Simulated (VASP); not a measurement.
# AlNi (Cmmm) in VASP: single point with r2SCAN

Aim: the single point of AlNi with r2SCAN.

All numbers are computed with VASP 6.6.1; they aren't measurements. Logs are shortened: lines on timing, memory, paths and dates and some standing lists are left out, and cuts for length are marked.

## (1) The cell of the first run

It takes space group Cmmm (No. 65, orthorhombic). The conventional cell has a = 3.877 Å, b = 3.906 Å, c = 3.099 Å, α = 90.00°, β = 90.00°, γ = 90.00°. Within 3.3 Å of Al (site symmetry mmm) lie 8 Ni at 2.48 to 2.49 Å and 6 Al at 2.75 to 3.10 Å. Ni (site symmetry mmm) has 8 Al at 2.48 to 2.49 Å and 6 Ni at 2.75 to 3.10 Å within 3.3 Å.

## (2) Single point, r2SCAN, collinear spin, ferromagnetic start

The input, POSCAR:

```
AlNi
1.0
    1.9386940000     -1.9531900000      0.0000000000
    1.9386940000      1.9531900000      0.0000000000
    0.0000000000      0.0000000000      3.0994300000
Al Ni
1 1
Direct
    0.0000000000      0.0000000000      0.0000000000
    0.5000000000      0.5000000000      0.5000000000
```

The input, INCAR.step1:

```
ALGO     = Normal         # electronic algorithm
EDIFF    = 1E-4           # SCF threshold, eV
ENCUT    = 520            # plane-wave cutoff, eV
GGA      = PE             # functional
ISMEAR   = -1             # smearing method
ISPIN    = 2              # spin polarisation
LASPH    = True           # aspherical terms in the spheres
LCHARG   = False          # write CHGCAR
LMAXMIX  = 4              # l up to which the mixer works
LREAL    = False          # projectors in reciprocal space
LWAVE    = True           # write WAVECAR
MAGMOM   = 0 1.5          # initial moments
NBANDS   = 18             # bands
NELM     = 150            # most SCF steps
PREC     = Accurate       # precision mode
SIGMA    = 0.1            # smearing width, eV
```

The input, INCAR.step2:

```
ALGO     = Normal         # electronic algorithm
EDIFF    = 1E-7           # SCF threshold, eV
ENCUT    = 520            # plane-wave cutoff, eV
ISIF     = 2              # what is computed and relaxed
ISMEAR   = -1             # smearing method
ISPIN    = 2              # spin polarisation
ISTART   = 1            
LASPH    = True           # aspherical terms in the spheres
LCHARG   = False          # write CHGCAR
LMAXMIX  = 4              # l up to which the mixer works
LMIXTAU  = True         
LORBIT   = 11             # projections on sites
LREAL    = False          # projectors in reciprocal space
LWAVE    = False          # write WAVECAR
MAGMOM   = 0 1.5          # initial moments
METAGGA  = R2SCAN         # meta-GGA
NBANDS   = 18             # bands
NELM     = 150            # most SCF steps
PREC     = Accurate       # precision mode
SIGMA    = 0.1            # smearing width, eV
```

The input, KPOINTS:

```
k-points
0
Gamma
  12 12 11
```

Potentials or basis: VASP PAW PBE potentials, release 64 (Al, Ni).

Command:

```bash
cat potpaw_PBE.64/Al/POTCAR potpaw_PBE.64/Ni/POTCAR > POTCAR
cp INCAR.step1 INCAR
mpirun -np 1 vasp_std > vasp.out
cp INCAR.step2 INCAR
mpirun -np 1 vasp_std > vasp.out
```

OUTCAR:

```text
EDIFF = 1E-7
   ENCUT = 520
   ISIF = 2
   ISMEAR = -1
   ISPIN = 2
   ISTART = 1
   LASPH = True
   LORBIT = 11
   LREAL = False
   METAGGA = R2SCAN
   NELM = 150
   PREC = Accurate

 ion  position               nearest neighbor table
   1  0.000  0.000  0.000-   2 2.48   2 2.48   2 2.48   2 2.48   2 2.49   2 2.49   2 2.49   2 2.49

   2  0.500  0.500  0.500-   1 2.48   1 2.48   1 2.48   1 2.48   1 2.49   1 2.49   1 2.49   1 2.49

  LATTYP: Found a base centered orthorhombic cell.
 ALAT       =     3.8773880000
 B/A-ratio  =     1.0074771986
 C/A-ratio  =     0.7993602910

  Lattice vectors:

 A1 = (   1.9386940000,  -1.9531900000,   0.0000000000)
 A2 = (   1.9386940000,   1.9531900000,   0.0000000000)
 A3 = (   0.0000000000,   0.0000000000,   3.0994300000)

Analysis of symmetry for initial positions (statically):
=====================================================================
 Subroutine PRICEL returns:
 Original cell was already a primitive cell.

 Routine SETGRP: Setting up the symmetry group for a
 base centered orthorhombic supercell.

 Subroutine GETGRP returns: Found  8 space group operations
 (whereof  8 operations were pure point group operations)
 out of a pool of  8 trial point group operations.

The static configuration has the point symmetry D_2h.

Analysis of symmetry for dynamics (positions and initial velocities):
=====================================================================
 Subroutine PRICEL returns:
 Original cell was already a primitive cell.

 Routine SETGRP: Setting up the symmetry group for a
 base centered orthorhombic supercell.

 Subroutine GETGRP returns: Found  8 space group operations
 (whereof  8 operations were pure point group operations)
 out of a pool of  8 trial point group operations.

The dynamic configuration has the point symmetry D_2h.

Analysis of structural, dynamic, and magnetic symmetry:
=====================================================================
 Subroutine PRICEL returns:
 Original cell was already a primitive cell.

 Routine SETGRP: Setting up the symmetry group for a
 base centered orthorhombic supercell.

 Subroutine GETGRP returns: Found  8 space group operations
 (whereof  8 operations were pure point group operations)
 out of a pool of  8 trial point group operations.

The overall configuration has the point symmetry D_2h.

 Subroutine INISYM returns: Found  8 space group operations
 (whereof  8 operations are pure point group operations),
 and found     1 'primitive' translations

----------------------------------------------------------------------------------------

                                     Primitive cell

  volume of cell :      23.4728

  direct lattice vectors                    reciprocal lattice vectors
     1.938694000 -1.953190000  0.000000000     0.257905580 -0.255991481  0.000000000
     1.938694000  1.953190000  0.000000000     0.257905580  0.255991481  0.000000000
     0.000000000  0.000000000  3.099430000     0.000000000  0.000000000  0.322639969

  length of vectors
     2.751996657  2.751996657  3.099430000     0.363382617  0.363382617  0.322639969

  position of ions in fractional coordinates (direct lattice)
     0.000000000  0.000000000  0.000000000
     0.500000000  0.500000000  0.500000000

  ion indices of the primitive-cell ions
   primitive index   ion index
                 1           1
                 2           2

----------------------------------------------------------------------------------------

 KPOINTS: k-points

Automatic generation of k-mesh.
 Grid dimensions read from file:
 generate k-points for:   12   12   11

 Generating k-lattice:

  Cartesian coordinates                     Fractional coordinates (reciprocal lattice)
     0.021492132 -0.021332623  0.000000000     0.083333333  0.000000000  0.000000000
     0.021492132  0.021332623  0.000000000     0.000000000  0.083333333  0.000000000
     0.000000000  0.000000000  0.029330906     0.000000000  0.000000000  0.090909091

  Length of vectors
     0.030281885  0.030281885  0.029330906

  Shift w.r.t. Gamma in fractional coordinates (k-lattice)
     0.000000000  0.000000000  0.000000000

 Subroutine IBZKPT returns following result:
 ===========================================

 Found    258 irreducible k-points:

 Following reciprocal coordinates:
            Coordinates               Weight
  0.000000  0.000000  0.000000      1.000000
  0.083333 -0.000000  0.000000      4.000000
  0.166667 -0.000000  0.000000      4.000000
  0.250000  0.000000  0.000000      4.000000
  0.333333 -0.000000  0.000000      4.000000
  0.416667  0.000000  0.000000      4.000000
[... 16 lines left out ...]
  0.500000  0.166667  0.000000      4.000000
 -0.416667  0.166667  0.000000      4.000000
 [... further k-points ...]
   k-points           NKPTS =    258   k-points in BZ     NKDIM =    258   number of bands    NBANDS=     18
   number of dos      NEDOS =    301   number of ions     NIONS =      2
   total plane-waves  NPLWV =   9600
   dimension x,y,z NGX =    20 NGY =   20 NGZ =   24
   dimension x,y,z NGXF=    40 NGYF=   40 NGZF=   48
   ions per type =               1   1
   NGX,Y,Z   is equivalent  to a cutoff of  12.08, 12.08, 12.87 a.u.
   NGXF,Y,Z  is equivalent  to a cutoff of  24.16, 24.16, 25.75 a.u.
 SYSTEM =  unknown system
   PREC   = accura    normal or accurate (medium, high low for compatibility)
   ISTART =      1    job   : 0-new  1-cont  2-samecut
   ICHARG =      0    charge: 1-file 2-atom 10-const
   ISPIN  =      2    spin polarized calculation?
   LNONCOLLINEAR =      F non collinear calculations
   LSORBIT =      F    spin-orbit coupling
   LASPH  =      T    aspherical Exc in radial PAW
   ENCUT  =  520.0 eV  38.22 Ry    6.18 a.u.   5.12  5.12  5.76*2*pi/ulx,y,z
   NELM   =    150;   NELMIN=  2; NELMDL=  0     # of ELM steps
   EDIFF  = 0.1E-06   stopping-criterion for ELM
   LREAL  =      F    real-space projection
   EDIFFG = 0.1E-05   stopping-criterion for IOM
   NSW    =      0    number of steps for IOM
   IBRION =     -1    ionic relax: 0-MD 1-quasi-New 2-CG
   NFREE  =      0    steps in history (QN), initial steepest desc. (CG)
   ISIF   =      2    stress and relaxation
   ISYM   =      2    0-nonsym 1-usesym 2-fastsym
   POTIM  = 0.5000    time-step for ionic-motion
   TEBEG  =    0.0;   TEEND  =   0.0 temperature during run
   PSTRESS=    0.0 pullay stress
   NELECT =      13.0000    total number of electrons
   NUPDOWN=      -1.0000    fix difference up-down
   EMIN   =  10.00;   EMAX   =-10.00  energy-range for DOS
   EFERMI =   0.00;   METHOD = LEGACY
   ISMEAR =    -1;   SIGMA  =   0.10  broadening in eV -4-tet -1-fermi 0-gaus
   EFERMI_NEDOS =   21; number of points for ismear=-14 and -15
   IALGO  =     38    algorithm
   IMIX   =      4    mixing-type and parameters
     AMIX     =   0.40;   BMIX     =  1.00
     AMIX_MAG =   1.60;   BMIX_MAG =  1.00
  volume/ion in A,a.u.               =      11.74        79.20
  Fermi-wavevector in a.u.,A,eV,Ry     =   1.344417  2.540580 24.591957  1.807458
  Thomas-Fermi vector in A             =   2.472413
   LORBIT       =     11    0 simple, 1 ext, 2 COOP (PROOUT), +10 PAW based schemes
   METAGGA = R2SCAN    functional components
   LHFCALC =     F    Hartree Fock is set to
   AEXX    =    0.0000 exact exchange contribution
   IVDW    =     0    specifies the selected vdW correction
   LEPSILON=     F    determine dielectric tensor
   LRPA    =     F    only Hartree local field effects (RPA)
 spin polarized calculation
  energy-cutoff  :      520.00
  volume of cell :       23.47
 maximum number of plane-waves:       646
   NGX = 11   NGY = 11   NGZ = 11

 number of electron      13.0000022 magnetization       0.0000001

 number of electron      13.0000022 magnetization      -0.0000000

 Free energy of the ion-electron system (eV)
  ---------------------------------------------------
  ext. energy  EPLUGINS =         0.00000000
  ---------------------------------------------------
  free energy    TOTEN  =       -20.03706901 eV

  energy without entropy =      -20.00978223  energy(sigma->0) =      -20.02342562

 E-fermi :  10.1455     XC(G=0): -13.1117

 val. band max:       10.1394776124   @ k =   0.5000   0.3333   0.3636
 cond. band min:      10.1762290765   @ k =   0.4167   0.2500   0.1818
 fundamental gap:      0.0367514641
 Fermi energy:        10.1455491593

 spin component 1

 k-point     1 :       0.0000    0.0000    0.0000
  band No.  band energies     occupation
      1      -1.7337      1.00000
      2       6.5619      1.00000
      3       6.7652      1.00000
      4       8.4157      1.00000
      5       8.4351      1.00000
      6       8.6801      1.00000
[... 10 lines left out ...]
     17      34.9002      0.00000
     18      34.9071      0.00000

 k-point     2 :       0.0833   -0.0000    0.0000
  band No.  band energies     occupation
      1      -1.5864      1.00000
      2       6.6003      1.00000
      3       6.7768      1.00000
      4       8.3204      1.00000
      5       8.4346      1.00000
      6       8.6242      1.00000
[... 10 lines left out ...]
     17      34.2739      0.00000
     18      35.3142      0.00000
[... 442 lines left out ...]
 k-point    24 :      -0.4167    0.1667    0.0000
  band No.  band energies     occupation
      1       2.2619      1.00000
      2       4.9882      1.00000
      3       7.3471      1.00000
      4       7.4133      1.00000
      5       7.8805      1.00000
      6       8.2693      1.00000
[... 10 lines left out ...]
     17      34.8477      0.00000
     18      35.3673      0.00000

 [... further k-points ...]

 spin component 2

 k-point     1 :       0.0000    0.0000    0.0000
  band No.  band energies     occupation
      1      -1.7337      1.00000
      2       6.5619      1.00000
      3       6.7652      1.00000
      4       8.4157      1.00000
      5       8.4351      1.00000
      6       8.6801      1.00000
[... 10 lines left out ...]
     17      34.9002      0.00000
     18      34.9071      0.00000

 k-point     2 :       0.0833   -0.0000    0.0000
  band No.  band energies     occupation
      1      -1.5864      1.00000
      2       6.6003      1.00000
      3       6.7768      1.00000
      4       8.3204      1.00000
      5       8.4346      1.00000
      6       8.6242      1.00000
[... 10 lines left out ...]
     17      34.2739      0.00000
     18      35.3142      0.00000
[... 442 lines left out ...]
 k-point    24 :      -0.4167    0.1667    0.0000
  band No.  band energies     occupation
      1       2.2619      1.00000
      2       4.9882      1.00000
      3       7.3471      1.00000
      4       7.4133      1.00000
      5       7.8805      1.00000
      6       8.2693      1.00000
[... 10 lines left out ...]
     17      34.8477      0.00000
     18      35.3673      0.00000

 [... further k-points ...]

------------------------ aborting loop because EDIFF is reached ----------------------------------------

  FORCE on cell =-STRESS in cart. coord.  units (eV):
  Direction    XX          YY          ZZ          XY          YZ          ZX
  --------------------------------------------------------------------------------------
  -------------------------------------------------------------------------------------
  Total        0.5336962      0.2863958     -0.6260411     -0.0000000      0.0000000      0.0000000
  in kB       36.4283182     19.5484187    -42.7314694     -0.0000000      0.0000000      0.0000000
  external PRESSURE =       4.4150892 kB  Pullay stress =       0.0000000 kB

 VOLUME and BASIS-vectors are now :
 -----------------------------------------------------------------------------
  energy-cutoff  :      520.00
  volume of cell :       23.47
      direct lattice vectors                 reciprocal lattice vectors
     1.938694000 -1.953190000  0.000000000     0.257905580 -0.255991481  0.000000000
     1.938694000  1.953190000  0.000000000     0.257905580  0.255991481  0.000000000
     0.000000000  0.000000000  3.099430000     0.000000000  0.000000000  0.322639969

 POSITION                                       TOTAL-FORCE (eV/Angst)
 -----------------------------------------------------------------------------------
      0.00000      0.00000      0.00000         0.000000      0.000000      0.000000
      1.93869      0.00000      1.54971        -0.000000     -0.000000      0.000000
 -----------------------------------------------------------------------------------
    total drift:                                0.000000      0.000000      0.000000

  FREE ENERGIE OF THE ION-ELECTRON SYSTEM (eV)
  ---------------------------------------------------
  free  energy   TOTEN  =       -20.0370690132 eV

  energy  without entropy=      -20.0097822311  energy(sigma->0) =      -20.02342562

 total charge

# of ion       s       p       d       tot
------------------------------------------
    1        0.385   0.437   0.000   0.822
    2        0.497   0.560   8.484   9.540
--------------------------------------------------
tot          0.882   0.997   8.484  10.363

 magnetization (x)

# of ion       s       p       d       tot
------------------------------------------
    1        0.000   0.000   0.000   0.000
    2       -0.000   0.000   0.000   0.000
--------------------------------------------------
tot          0.000   0.000   0.000   0.000
```

Run time: 7.8 min. Hardware: 1 thread of Intel Xeon Platinum 8259CL at 2.50GHz (Skylake/Cascade Lake), shared host; peak memory 0.27 GiB.

What came out:

```
Free energy                                           : -20.0371 eV
Pressure                                              : 0.4 GPa
Net moment                                            : 0.00 μB per cell
Valence electrons inside the program's atomic spheres : Al 0.82; Ni 9.54
```

Stress tensor (GPa, compression positive):
```
 3.64  0.00  0.00
 0.00  1.95  0.00
 0.00  0.00 -4.27
```

Caveat: the PAW data sets were made with another functional, which shifts forces and pressure a little.
